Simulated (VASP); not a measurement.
Input of a VASP 6.6.1 run:

Contents of INCAR:

```
PREC = Accurate
ENCUT = 520
EDIFF = 1E-6
ISMEAR = 0
SIGMA = 0.1
LREAL = False
LASPH = True
NELM = 150
ALGO = Normal
ISIF = 2
LWAVE = False
LCHARG = True
ISPIN = 2
MAGMOM = 0 0 0 0 0 1
LORBIT = 11
GGA = PE
LELF = True
LVHAR = True
NBANDS = 24
```

KPOINTS

```
Automatic mesh
0
Gamma
  6 6 6
```

File POSCAR:

```
Mg2Si3N
1.0
    5.4101795400      0.0000000000      0.0000000000
   -2.7050897700      4.6853529200      0.0000000000
    0.0000000000      0.0000000000      3.2775802100
Mg Si N
2 3 1
Direct
    0.3333333300      0.6666666700      0.0000000000
    0.6666666700      0.3333333300      0.0000000000
    0.5000000000      0.0000000000      0.5000000000
    0.5000000000      0.5000000000      0.5000000000
    0.0000000000      0.5000000000      0.5000000000
    0.0000000000      0.0000000000      0.0000000000
```

Potentials or basis: VASP PAW PBE potentials, release 64 (Mg, Si, N).

Command:

```console
$ cat potpaw_PBE.64/Mg/POTCAR potpaw_PBE.64/Si/POTCAR potpaw_PBE.64/N/POTCAR > POTCAR
$ mpirun -np 1 vasp_std > vasp.out
```

Question: What does it give for the site moments?

Answer: Mg +0.01; Si +0.04; N +1.38 μB.

Question: Predict the pressure.

Answer: 45.8 GPa.

Question: Estimate the net moment.

Answer: 2.25 μB per cell.

Stress tensor (GPa, compression positive):
```
29.26  0.00  0.00
 0.00 29.26  0.00
 0.00  0.00 78.79
```
